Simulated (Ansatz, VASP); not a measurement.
# One calculation of WSe2, two programs

```
W Se
1.0
     3.27025    0.00000    0.00000
    -1.63513    2.83212    0.00000
     0.00000    0.00000   16.66122
W Se
1 2
Direct
  0.00000 0.00000 0.00225
  0.33333 0.66667 0.10040
  0.33333 0.66667 0.89960
```

Change from the starting cell: all W atoms moved +0.037 Å, as atom 1 along Cartesian [0 0 1].

Alike in both runs: task single point; functional PBEsol; k mesh 12 × 12 × 2; occupations gaussian, width 0.05 eV; no spin polarisation.

|  | VASP | Ansatz |
| --- | --- | --- |
| version | VASP 6.6.1 | Ansatz 0.2.0 |
| potentials or method | VASP PAW PBE potentials, release 64 (W_sv, Se), cutoff 520 eV | scalar-relativistic, plane waves, PAW |
| valence electrons in the cell | 26 | 46 |

```tsv
	VASP	Ansatz	Ansatz less VASP
gap on the k mesh at the Fermi level (eV)	1.68	1.68	-0.001
least direct gap on the mesh (eV)	1.69	1.69	+0.003
rms of the force components (eV/Å)	0.460	0.455	-0.0053
```

VASP's potentials were made for PBE, not for PBEsol. Atom by atom the forces differ by 0.029 eV/Å (rms over components). The functional is the same, so the differences come from potentials, cutoffs and numerics. VASP's potentials hold 26 valence electrons a cell and Ansatz's 46, so a difference there can come from the potentials and not from the codes.

Spin-orbit coupling is off throughout.
